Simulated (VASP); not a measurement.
Write the native input for VASP 6.6.1 that does the following.

* Task: single point
* Functional: PBE
* Potentials or basis: VASP PAW PBE potentials, release 64 (Zn, Cl, Li_sv)
* Cutoff: 650 eV
* k mesh: 1 × 1 × 1, shifted
* Occupations: gaussian, width 0.1 eV
* Spin: no spin polarisation
* Dipole correction: no
* Further INCAR settings: LREAL = Auto; ALGO = Normal; EDIFF = 1e-06; NBANDS = 56; ISYM = -1

The structure of Li6ZnCl8 lies in POSCAR:

```
Li6ZnCl8
1.0
    7.0009155437     -0.0174952140      0.3236817658
   -0.0149209251      6.7224020747     -0.0344135789
    0.3141187531     -0.0388612358      7.3281729299
Zn Cl Li
1 8 6
Direct
    1.0060275187      0.6048722870      1.0126387228
    0.0738547691      0.1025718880      0.5070125007
    0.8171718182      0.4561933659      0.8111658851
    0.0424262388      0.9424266551      0.9823362492
    0.3041909106      0.5921828984      0.4532573740
    0.5558402654      0.9964925606      0.6735547665
    0.5801966910      0.0884074657      0.1995047583
    0.8152593693      0.5921190237      0.2924160498
    0.2876901059      0.4376283881     -0.0290882513
    0.7896253232      0.9556374590      0.4099871111
    0.2591164025      0.1369513949      0.7845774301
    1.0079128880      0.4470713293      0.5150234572
    0.7509320167      0.1046439986      0.9002597776
    0.4883596803      0.4275936839      0.2273478541
    0.3567581280      0.9276964875      0.4178420918
```

The input as run:

INCAR

```
SYSTEM = Li6ZnCl8
  ALGO = Normal
  EDIFF = 1E-6
  ENCUT = 650
  GGA = PE
  GGA_COMPAT = .FALSE.
  ISIF = 2
  ISMEAR = 0
  ISYM = -1
  LASPH = .TRUE.
  LCHARG = .TRUE.
  LELF = .TRUE.
  LREAL = Auto
  LVHAR = .TRUE.
  LWAVE = .FALSE.
  NBANDS = 56
  NELM = 120
  PREC = Accurate
  SIGMA = 0.1
```

KPOINTS

```
explicit points
1
Reciprocal
  0.25000000   0.25000000   0.25000000 1
```

Potentials or basis: VASP PAW PBE potentials, release 64 (Zn, Cl, Li_sv).

The run is started by

```bash
$ cat potpaw_PBE.64/Zn/POTCAR potpaw_PBE.64/Cl/POTCAR potpaw_PBE.64/Li_sv/POTCAR > POTCAR
$ mpirun -np 1 vasp_std > vasp.out
```

It gave:

```
Pressure      : 0.0 GPa
Largest force : 0.022 eV/Å
```

It took 2.1 min on 1 thread of AMD EPYC 7R43 64-Core Processor (Zen 3), with other jobs on the host, peak memory 0.41 GiB.
